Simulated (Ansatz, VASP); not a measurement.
# Na3HfO: VASP beside Ansatz

```xyz
5
Lattice="6.6632 0.0000 0.0000 -3.3316 5.7705 0.0000 0.0000 0.0000 3.9281" Properties=species:S:1:pos:R:3 pbc="T T T"
Na    3.3316    0.0000    1.9641
Na   -1.6658    2.8853    1.9641
Na    1.6658    2.8853    1.9641
Hf    0.0000    0.0000    0.0000
O     0.0000    0.0000    1.9641
```

Alike in both runs: functional PBE; k mesh 6 × 6 × 10; occupations gaussian, width 0.1 eV; no spin polarisation.

Ansatz relaxed the structure, and its values are those at the end. VASP's run is a single point on that final structure, the one shown.

```csv
,VASP,Ansatz
version,VASP 6.6.1,Ansatz 0.2.0
potentials or method,"VASP PAW PBE potentials, release 64 (Na_pv, Hf_pv, O), cutoff 520 eV","scalar-relativistic, plane waves, PAW"
valence electrons in the cell,37,59
```

|  | VASP | Ansatz | Ansatz less VASP |
| --- | --- | --- | --- |
| gap on the k mesh at the Fermi level (eV) | none | none | - |
| pressure (GPa) | -0.2 | 0.0 | +0.23 |

A gap of «none» marks a metal or a gap that the smearing closes. With one functional, cell and mesh, what is left measures potentials, basis and numerics. VASP's potentials hold 37 valence electrons a cell and Ansatz's 59, so a difference there can come from the potentials and not from the codes.

Neither program's run includes spin-orbit coupling.
